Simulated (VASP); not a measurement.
# Ta4O (P4/mmm) in VASP: notebook

Runs on Ta4O. Level: PBE. Tasks: single point.

Everything below comes from runs of VASP 6.6.1. Logs are shortened: lines on timing, memory, paths and dates and some standing lists are left out, and cuts for length are marked.

### Step 1. The cell of the first run

Symmetry: P4/mmm, No. 123, tetragonal system. The conventional cell has a = 3.257 Å, b = 3.257 Å, c = 7.409 Å, α = 90.00°, β = 90.00°, γ = 90.00°. Within 3.3 Å of Ta (site symmetry 4/mmm) lie 4 O at 2.30 Å and 12 Ta at 3.12 to 3.26 Å. Ta (site symmetry 4mm) has 1 O at 2.10 Å and 4 Ta at 2.81 Å within 2.9 Å. Within 3.8 Å of Ta (site symmetry 4/mmm) lie 14 Ta at 2.81 to 3.70 Å. Within 2.8 Å of O (site symmetry 4/mmm) lie 6 Ta at 2.10 to 2.30 Å.

### Step 2. Single point, PBE

Contents of INCAR:

```
SYSTEM = Ta4O
PREC = Accurate
ENCUT = 520
EDIFF = 1E-7
ISMEAR = 1
SIGMA = 0.1
LREAL = .False.
LASPH = .True.
NELM = 80
ALGO = Normal
ISIF = 2
LWAVE = .False.
LCHARG = .True.
GGA = PE
LELF = .True.
LVHAR = .True.
NBANDS = 33
```

Contents of KPOINTS:

```
regular mesh
0
Gamma
  12 12 6
  0 0 0
```

Contents of POSCAR:

```
Ta4O
1.0
    3.2574970000      0.0000000000      0.0000000000
    0.0000000000      3.2574970000      0.0000000000
    0.0000000000      0.0000000000      7.4093410000
Ta O
4 1
Direct
    0.0000000000      0.0000000000      0.5000000000
    0.5000000000      0.5000000000      0.7831580000
    0.5000000000      0.5000000000      0.2168420000
    0.0000000000      0.0000000000      0.0000000000
    0.5000000000      0.5000000000      0.5000000000
```

Potentials or basis: VASP PAW PBE potentials, release 64 (Ta_pv, O).

Run with:

```bash
cat potpaw_PBE.64/Ta_pv/POTCAR potpaw_PBE.64/O/POTCAR > POTCAR
mpirun -np 1 vasp_std > vasp.out
```

OUTCAR:

```text
SYSTEM = Ta4O
   PREC = Accurate
   ENCUT = 520
   EDIFF = 1E-7
   ISMEAR = 1
   LREAL = .False.
   LASPH = .True.
   NELM = 80
   ISIF = 2
   GGA = PE

 ion  position               nearest neighbor table
   1  0.000  0.000  0.500-   5 2.30   5 2.30   5 2.30   5 2.30   3 3.12   3 3.12   2 3.12   3 3.12
                             2 3.12   2 3.12   3 3.12   2 3.12
   2  0.500  0.500  0.783-   5 2.10   4 2.81   4 2.81   4 2.81   4 2.81   1 3.12   1 3.12   1 3.12
                             1 3.12   3 3.21
   3  0.500  0.500  0.217-   5 2.10   4 2.81   4 2.81   4 2.81   4 2.81   1 3.12   1 3.12   1 3.12
                             1 3.12   2 3.21
   4  0.000  0.000  0.000-   2 2.81   3 2.81   2 2.81   3 2.81   2 2.81   3 2.81   2 2.81   3 2.81

   5  0.500  0.500  0.500-   2 2.10   3 2.10   1 2.30   1 2.30   1 2.30   1 2.30

  LATTYP: Found a simple tetragonal cell.
 ALAT       =     3.2574970000
 C/A-ratio  =     2.2745503680

  Lattice vectors:

 A1 = (   3.2574970000,   0.0000000000,   0.0000000000)
 A2 = (   0.0000000000,   3.2574970000,   0.0000000000)
 A3 = (   0.0000000000,   0.0000000000,   7.4093410000)

Analysis of symmetry for initial positions (statically):
=====================================================================
 Subroutine PRICEL returns:
 Original cell was already a primitive cell.

 Routine SETGRP: Setting up the symmetry group for a
 simple tetragonal supercell.

 Subroutine GETGRP returns: Found 16 space group operations
 (whereof 16 operations were pure point group operations)
 out of a pool of 16 trial point group operations.

The static configuration has the point symmetry D_4h.

Analysis of symmetry for dynamics (positions and initial velocities):
=====================================================================
 Subroutine PRICEL returns:
 Original cell was already a primitive cell.

 Routine SETGRP: Setting up the symmetry group for a
 simple tetragonal supercell.

 Subroutine GETGRP returns: Found 16 space group operations
 (whereof 16 operations were pure point group operations)
 out of a pool of 16 trial point group operations.

The dynamic configuration has the point symmetry D_4h.

 Subroutine INISYM returns: Found 16 space group operations
 (whereof 16 operations are pure point group operations),
 and found     1 'primitive' translations

----------------------------------------------------------------------------------------

                                     Primitive cell

  volume of cell :      78.6226

  direct lattice vectors                    reciprocal lattice vectors
     3.257497000  0.000000000  0.000000000     0.306984166  0.000000000  0.000000000
     0.000000000  3.257497000  0.000000000     0.000000000  0.306984166  0.000000000
     0.000000000  0.000000000  7.409341000     0.000000000  0.000000000  0.134964769

  length of vectors
     3.257497000  3.257497000  7.409341000     0.306984166  0.306984166  0.134964769

  position of ions in fractional coordinates (direct lattice)
     0.000000000  0.000000000  0.500000000
     0.500000000  0.500000000  0.783158000
     0.500000000  0.500000000  0.216842000
     0.000000000  0.000000000  0.000000000
     0.500000000  0.500000000  0.500000000

  ion indices of the primitive-cell ions
   primitive index   ion index
                 1           1
                 2           2
                 3           3
                 4           4
                 5           5

----------------------------------------------------------------------------------------

 KPOINTS: regular mesh

Automatic generation of k-mesh.
 Grid dimensions read from file:
 generate k-points for:   12   12    6

 Generating k-lattice:

  Cartesian coordinates                     Fractional coordinates (reciprocal lattice)
     0.025582014  0.000000000  0.000000000     0.083333333  0.000000000  0.000000000
     0.000000000  0.025582014  0.000000000     0.000000000  0.083333333  0.000000000
     0.000000000  0.000000000  0.022494128     0.000000000  0.000000000  0.166666667

  Length of vectors
     0.025582014  0.025582014  0.022494128

  Shift w.r.t. Gamma in fractional coordinates (k-lattice)
     0.000000000  0.000000000  0.000000000

 Subroutine IBZKPT returns following result:
 ===========================================

 Found    112 irreducible k-points:

 Following reciprocal coordinates:
            Coordinates               Weight
  0.000000  0.000000  0.000000      1.000000
  0.083333  0.000000  0.000000      4.000000
  0.166667  0.000000  0.000000      4.000000
  0.250000  0.000000  0.000000      4.000000
  0.333333  0.000000  0.000000      4.000000
  0.416667  0.000000  0.000000      4.000000
[... 16 lines left out ...]
  0.333333  0.333333  0.000000      4.000000
  0.416667  0.333333  0.000000      8.000000
 [... further k-points ...]
   k-points           NKPTS =    112   k-points in BZ     NKDIM =    112   number of bands    NBANDS=     33
   number of dos      NEDOS =    301   number of ions     NIONS =      5
   total plane-waves  NPLWV =  32256
   dimension x,y,z NGX =    24 NGY =   24 NGZ =   56
   dimension x,y,z NGXF=    48 NGYF=   48 NGZF=  112
   ions per type =               4   1
   NGX,Y,Z   is equivalent  to a cutoff of  12.25, 12.25, 12.56 a.u.
   NGXF,Y,Z  is equivalent  to a cutoff of  24.50, 24.50, 25.13 a.u.
 SYSTEM =  Ta4O
   PREC   = accura    normal or accurate (medium, high low for compatibility)
   ISTART =      0    job   : 0-new  1-cont  2-samecut
   ICHARG =      2    charge: 1-file 2-atom 10-const
   ISPIN  =      1    spin polarized calculation?
   LNONCOLLINEAR =      F non collinear calculations
   LSORBIT =      F    spin-orbit coupling
   LASPH  =      T    aspherical Exc in radial PAW
   ENCUT  =  520.0 eV  38.22 Ry    6.18 a.u.   6.06  6.06 13.78*2*pi/ulx,y,z
   NELM   =     80;   NELMIN=  2; NELMDL= -5     # of ELM steps
   EDIFF  = 0.1E-06   stopping-criterion for ELM
   LREAL  =      F    real-space projection
   EDIFFG = 0.1E-05   stopping-criterion for IOM
   NSW    =      0    number of steps for IOM
   IBRION =     -1    ionic relax: 0-MD 1-quasi-New 2-CG
   NFREE  =      0    steps in history (QN), initial steepest desc. (CG)
   ISIF   =      2    stress and relaxation
   ISYM   =      2    0-nonsym 1-usesym 2-fastsym
   POTIM  = 0.5000    time-step for ionic-motion
   TEBEG  =    0.0;   TEEND  =   0.0 temperature during run
   PSTRESS=    0.0 pullay stress
   NELECT =      50.0000    total number of electrons
   NUPDOWN=      -1.0000    fix difference up-down
   EMIN   =  10.00;   EMAX   =-10.00  energy-range for DOS
   EFERMI =   0.00;   METHOD = LEGACY
   ISMEAR =     1;   SIGMA  =   0.10  broadening in eV -4-tet -1-fermi 0-gaus
   EFERMI_NEDOS =   21; number of points for ismear=-14 and -15
   IALGO  =     38    algorithm
   IMIX   =      4    mixing-type and parameters
     AMIX     =   0.40;   BMIX     =  1.00
     AMIX_MAG =   1.60;   BMIX_MAG =  1.00
  volume/ion in A,a.u.               =      15.72       106.11
  Fermi-wavevector in a.u.,A,eV,Ry     =   1.407826  2.660405 26.966391  1.981974
  Thomas-Fermi vector in A             =   2.530046
   LORBIT       =      0    0 simple, 1 ext, 2 COOP (PROOUT), +10 PAW based schemes
   GGA     = PE    functional components
   LHFCALC =     F    Hartree Fock is set to
   AEXX    =    0.0000 exact exchange contribution
   IVDW    =     0    specifies the selected vdW correction
   LEPSILON=     F    determine dielectric tensor
   LRPA    =     F    only Hartree local field effects (RPA)
 non-spin polarized calculation
 Methfessel and Paxton  Order N= 1 SIGMA  =   0.10
  energy-cutoff  :      520.00
  volume of cell :       78.62
 maximum number of plane-waves:      2144
   NGX = 13   NGY = 13   NGZ = 27

 number of electron      50.0000004 magnetization

 Free energy of the ion-electron system (eV)
  ---------------------------------------------------
  ext. energy  EPLUGINS =         0.00000000
  ---------------------------------------------------
  free energy    TOTEN  =       -55.08620547 eV

  energy without entropy =      -55.08799790  energy(sigma->0) =      -55.08680295

 E-fermi :   6.4027     XC(G=0): -12.5999

 val. band max:        6.4022451882   @ k =   0.2500   0.0000   0.0000
 cond. band min:       6.4028132583   @ k =   0.3333   0.0000   0.0000
 fundamental gap:      0.0005680700
 Fermi energy:         6.4026861122

 k-point     1 :       0.0000    0.0000    0.0000
  band No.  band energies     occupation
      1     -29.1548      2.00000
      2     -29.1548      2.00000
      3     -28.7937      2.00000
      4     -28.2293      2.00000
      5     -28.1048      2.00000
      6     -27.8977      2.00000
[... 25 lines left out ...]
     32       8.0895     -0.00000
     33       8.8607      0.00000

 k-point     2 :       0.0833    0.0000    0.0000
  band No.  band energies     occupation
      1     -29.1804      2.00000
      2     -29.1519      2.00000
      3     -28.7900      2.00000
      4     -28.2378      2.00000
      5     -28.1105      2.00000
      6     -27.8994      2.00000
[... 25 lines left out ...]
     32       8.5813      0.00000
     33       9.1269      0.00000

 k-point     3 :       0.1667    0.0000    0.0000
  band No.  band energies     occupation
      1     -29.2488      2.00000
      2     -29.1440      2.00000
      3     -28.7808      2.00000
      4     -28.2599      2.00000
      5     -28.1266      2.00000
      6     -27.9087      2.00000
[... 25 lines left out ...]
     32       9.0408      0.00000
     33       9.5222      0.00000

 k-point     4 :       0.2500    0.0000    0.0000
  band No.  band energies     occupation
      1     -29.3386      2.00000
      2     -29.1332      2.00000
      3     -28.7716      2.00000
      4     -28.2874      2.00000
      5     -28.1478      2.00000
      6     -27.9316      2.00000
[... 25 lines left out ...]
     32       9.0570      0.00000
     33       9.6028      0.00000

 k-point     5 :       0.3333    0.0000    0.0000
  band No.  band energies     occupation
      1     -29.4249      2.00000
      2     -29.1224      2.00000
      3     -28.7674      2.00000
      4     -28.3111      2.00000
      5     -28.1643      2.00000
      6     -27.9669      2.00000
[... 604 lines left out ...]
 k-point    22 :       0.5000    0.2500    0.0000
  band No.  band energies     occupation
      1     -29.4474      2.00000
      2     -29.2528      2.00000
      3     -28.7259      2.00000
      4     -28.3043      2.00000
      5     -28.1082      2.00000
      6     -28.0885      2.00000
[... 25 lines left out ...]
     32      10.2371      0.00000
     33      10.4570      0.00000

 k-point    23 :       0.3333    0.3333    0.0000
  band No.  band energies     occupation
      1     -29.3635      2.00000
      2     -29.3304      2.00000
      3     -28.7200      2.00000
      4     -28.2669      2.00000
      5     -28.1282      2.00000
      6     -28.0510      2.00000
[... 25 lines left out ...]
     32       9.9246      0.00000
     33      10.4818      0.00000

 k-point    24 :       0.4167    0.3333    0.0000
  band No.  band energies     occupation
      1     -29.4000      2.00000
      2     -29.3270      2.00000
      3     -28.7089      2.00000
      4     -28.2747      2.00000
      5     -28.1506      2.00000
      6     -28.0362      2.00000
[... 25 lines left out ...]
     32      10.3938      0.00000
     33      10.6289      0.00000

 [... further k-points ...]

------------------------ aborting loop because EDIFF is reached ----------------------------------------

  FORCE on cell =-STRESS in cart. coord.  units (eV):
  Direction    XX          YY          ZZ          XY          YZ          ZX
  --------------------------------------------------------------------------------------
  -------------------------------------------------------------------------------------
  Total       -0.2588946     -0.2588946     -0.3975214      0.0000000     -0.0000000      0.0000000
  in kB       -5.2757715     -5.2757715     -8.1007161      0.0000000     -0.0000000      0.0000000
  external PRESSURE =      -6.2174197 kB  Pullay stress =       0.0000000 kB

 VOLUME and BASIS-vectors are now :
 -----------------------------------------------------------------------------
  energy-cutoff  :      520.00
  volume of cell :       78.62
      direct lattice vectors                 reciprocal lattice vectors
     3.257497000  0.000000000  0.000000000     0.306984166  0.000000000  0.000000000
     0.000000000  3.257497000  0.000000000     0.000000000  0.306984166  0.000000000
     0.000000000  0.000000000  7.409341000     0.000000000  0.000000000  0.134964769

 POSITION                                       TOTAL-FORCE (eV/Angst)
 -----------------------------------------------------------------------------------
      0.00000      0.00000      3.70467         0.000000     -0.000000      0.000000
      1.62875      1.62875      5.80268        -0.000000      0.000000     -0.017609
      1.62875      1.62875      1.60666         0.000000      0.000000      0.017609
      0.00000      0.00000      0.00000         0.000000     -0.000000      0.000000
      1.62875      1.62875      3.70467         0.000000     -0.000000      0.000000
 -----------------------------------------------------------------------------------
    total drift:                                0.000000     -0.000000      0.000000

  FREE ENERGIE OF THE ION-ELECTRON SYSTEM (eV)
  ---------------------------------------------------
  free  energy   TOTEN  =       -55.0862054722 eV

  energy  without entropy=      -55.0879979031  energy(sigma->0) =      -55.08680295
```

Wall time 8 min (1 thread of Intel Xeon 8259CL, shared host); peak memory 0.34 GiB.

Results:

```yaml
Free_energy: -55.0862 eV
Pressure: -0.6 GPa
Largest_force: 0.018 eV/Å
Band_gap_on_the_k_mesh: zero (bands 25 and 26 overlap by 0.98 eV)
```

Forces in eV/Å, atoms in the order of the input:
```
Ta   0.000  0.000  0.000
Ta   0.000  0.000 -0.018
Ta   0.000  0.000  0.018
Ta   0.000  0.000  0.000
O    0.000  0.000  0.000
```

Caveat: spin-orbit coupling is left out, which moves the levels of the heavy elements.

[end of part 1 of 2]
